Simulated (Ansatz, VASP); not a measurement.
## AlBN in VASP and in Ansatz

```
Al B N
1.0
     2.67652    0.00000    0.00000
     0.00000    2.67652    0.00000
     0.00000    0.00000    4.97462
Al B N
1 1 1
Cartesian
  1.3383 1.3383 0.5813
  1.3383 1.3383 3.0687
  0.0000 0.0000 0.5813
```

Alike in both runs: functional PBE; k mesh 6 × 6 × 6; occupations gaussian, width 0.1 eV; no spin polarisation.

Ansatz relaxed the structure, and its values are those at the end. VASP's run is a single point on that final structure, the one shown.

|  | VASP | Ansatz |
| --- | --- | --- |
| version | VASP 6.6.1 | Ansatz 0.2.0 |
| potentials or method | VASP PAW PBE potentials, release 64 (Al, B, N), cutoff 520 eV | scalar-relativistic, plane waves, PAW |
| valence electrons in the cell | 11 | 11 |

|  | VASP | Ansatz | Ansatz less VASP |
| --- | --- | --- | --- |
| gap on the k mesh at the Fermi level (eV) | none | none | - |
| pressure (GPa) | 0.0 | 0.1 | +0.12 |

A gap of «none» marks a metal or a gap that the smearing closes. With one functional, cell and mesh, what is left measures potentials, basis and numerics.

The k mesh is coarse, so the values compare programs but aren't converged.
